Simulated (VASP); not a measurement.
## Si: single point with PBE

The system is Si.

```
Si
1.0
     0.00000    2.90581    2.42228
     2.90581    0.00000    2.42228
     2.90581    2.90581    0.00000
Si
2
Direct
  0.50000 0.50000 0.50000
  0.75000 0.75000 0.75000
```

This cell differs from its parent crystal: volume 20.453 Å^3 an atom, c/a of the conventional cell 0.8336.

```json
{
 "Program": "VASP 6.6.1",
 "Task": "single point",
 "Functional": "PBE",
 "Potentials or basis": "VASP PAW PBE potentials, release 64 (Si)",
 "Cutoff": "520 eV",
 "k mesh": "10 × 10 × 10",
 "Occupations": "gaussian, width 0.05 eV",
 "Spin": "no spin polarisation"
}
```

| Quantity | Value |
| --- | --- |
| Pressure | -1.4 GPa |
| Band gap on the k mesh | zero (band 4 reaches 6.36 eV, above the bottom of band 5 at 5.20 eV) |

Stress tensor (GPa, compression positive):
```
-4.99  0.00  0.00
 0.00 -4.99  0.00
 0.00  0.00  5.87
```

Levels at points of the mesh, in eV from the Fermi level:
```
           k point  band 2  band 3  band 4  band 5  band 6  band 7
(0.00, 0.00, 0.00)   -0.38   -0.38    0.66    2.20    2.75    2.90
(0.50, 0.00, 0.00)   -6.90   -1.94   -0.55    0.74    2.67    4.72
(0.50, 0.50, 0.00)   -7.12   -3.65   -3.65   -0.14   -0.14    9.61
(0.50, 0.00, 0.50)   -8.11   -2.28   -2.28    1.26    1.26    8.15
```

Wall time 17 s on 1 thread of Intel(R) Xeon(R) 6975P-C (Granite Rapids), with other jobs on the host, peak memory 0.16 GiB.
